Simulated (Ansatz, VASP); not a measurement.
## ZnS in VASP and in Ansatz

File POSCAR:

```
ZnS
1.0
    3.8800632112      0.0000000000      0.0000000000
   -1.9400316056      3.3602333092      0.0000000000
    0.0000000000      0.0000000000      6.3664803144
Zn S
2 2
Direct
    0.3333333333      0.6666666667      0.0053397641
    0.6666666667      0.3333333333      0.5053397641
    0.3333333333      0.6666666667      0.3796602359
    0.6666666667      0.3333333333      0.8796602359
```

The input INCAR.step1:

```
SYSTEM = ZnS
PREC     = Accurate       ! precision mode
ENCUT    = 550            ! plane-wave cutoff, eV
ISMEAR   = 0              ! smearing method
SIGMA    = 0.01           ! smearing width, eV
LREAL    = .False.        ! projectors in reciprocal space
LASPH    = .True.         ! aspherical terms in the spheres
NELM     = 120            ! most SCF steps
NBANDS   = 26             ! bands
GGA      = PE             ! functional
ALGO     = Normal         ! electronic algorithm
EDIFF    = 1E-5           ! SCF threshold, eV
LWAVE    = .True.         ! write WAVECAR
LCHARG   = .False.        ! write CHGCAR
GGA_COMPAT= .False.
```

File INCAR.step2:

```
SYSTEM = ZnS
PREC     = Accurate       ! precision mode
ENCUT    = 550            ! plane-wave cutoff, eV
EDIFF    = 1E-6           ! SCF threshold, eV
ISMEAR   = 0              ! smearing method
SIGMA    = 0.01           ! smearing width, eV
LREAL    = .False.        ! projectors in reciprocal space
LASPH    = .True.         ! aspherical terms in the spheres
NELM     = 120            ! most SCF steps
ALGO     = Normal         ! electronic algorithm
ISIF     = 2              ! what is computed and relaxed
LWAVE    = .False.        ! write WAVECAR
LCHARG   = .False.        ! write CHGCAR
METAGGA  = R2SCAN         ! meta-GGA
LMIXTAU  = .True.       
NBANDS   = 26             ! bands
ISTART   = 1            
GGA_COMPAT= .False.
```

KPOINTS

```
regular mesh
0
Gamma
  6 6 4
  0 0 0
```

Input for Ansatz:

```yaml
crystal:
  lattice:
    - [3.8800632112, 0.0, 0.0]
    - [-1.9400316056, 3.3602333092, 0.0]
    - [0.0, 0.0, 6.3664803144]
  atoms:
    - { symbol: Zn, position: [0.3333333333, 0.6666666667, 0.0053397641] }
    - { symbol: Zn, position: [0.6666666667, 0.3333333333, 0.5053397641] }
    - { symbol: S, position: [0.3333333333, 0.6666666667, 0.3796602359] }
    - { symbol: S, position: [0.6666666667, 0.3333333333, 0.8796602359] }
kpoints:
  mp_grid: { grid: [6, 6, 4] }
hamiltonian:
  xc: r2scan
scf:
  occupations: { method: fixed }
  n_extra_bands: 5
output:
  forces: true
  stress: true
  eigenvalues: true
```

Alike in both runs: task single point; functional r2SCAN; k mesh 6 × 6 × 4; no spin polarisation.

|  | VASP | Ansatz |
| --- | --- | --- |
| version | VASP 6.6.1 | Ansatz 0.2.0 |
| potentials or method | VASP PAW PBE potentials, release 64 (Zn, S) | plane waves, PAW |
| plane-wave cutoff (eV) | 550 | 500 |
| occupations | gaussian, width 0.01 eV | fixed |
| valence electrons in the cell | 36 | 36 |

```tsv
	VASP	Ansatz	Ansatz less VASP
gap on the k mesh at the Fermi level (eV)	2.51	2.51	-0.005
pressure (GPa)	-4.0	-4.0	+0.01
traceless stress, the component that is largest in VASP (GPa)	-0.07	-0.08	-0.009
rms of the force components (eV/Å)	0.009	0.005	-0.0035
```

VASP's potentials were made for PBE, not for r2SCAN. Atom by atom the forces differ by 0.003 eV/Å (rms over components).
